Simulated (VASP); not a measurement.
Input of a VASP 6.6.1 run:

The input INCAR:

```
PREC = Accurate
ENCUT = 520
EDIFF = 1E-6
ISMEAR = -1
SIGMA = 0.05
LREAL = False
LASPH = True
NELM = 80
ALGO = Normal
ISIF = 2
LWAVE = False
LCHARG = False
GGA = B5
ALDAX = 1.0
AGGAX = 1.0
AGGAC = 1.0
ALDAC = 0.0
IVDW = 12
VDW_S6 = 1.0
VDW_S8 = 2.6996
VDW_A1 = 0.4298
VDW_A2 = 4.2359
NBANDS = 17
```

The input KPOINTS:

```
regular mesh
0
Gamma
  7 7 7
```

The input POSCAR:

```
TePb
1.0
    0.0000000000      3.2449538270      3.2449538270
    3.2449538270      0.0000000000      3.2449538270
    3.2449538270      3.2449538270      0.0000000000
Pb Te
1 1
Direct
    0.0000000000      0.0000000000      0.0000000000
    0.5000000000      0.5000000000      0.5000000000
```

Potentials or basis: VASP PAW PBE potentials, release 64 (Pb_d, Te).

Launch:

```console
$ cat potpaw_PBE.64/Pb_d/POTCAR potpaw_PBE.64/Te/POTCAR > POTCAR
$ mpirun -np 1 vasp_std > vasp.out
```

**Question.** Predict the pressure.

**Answer.** 0.1 GPa.

**Question.** Predict the dispersion energy per atom.

**Answer.** -0.948 eV.

Caveat: the PAW data sets were made with another functional, which shifts forces and pressure a little.
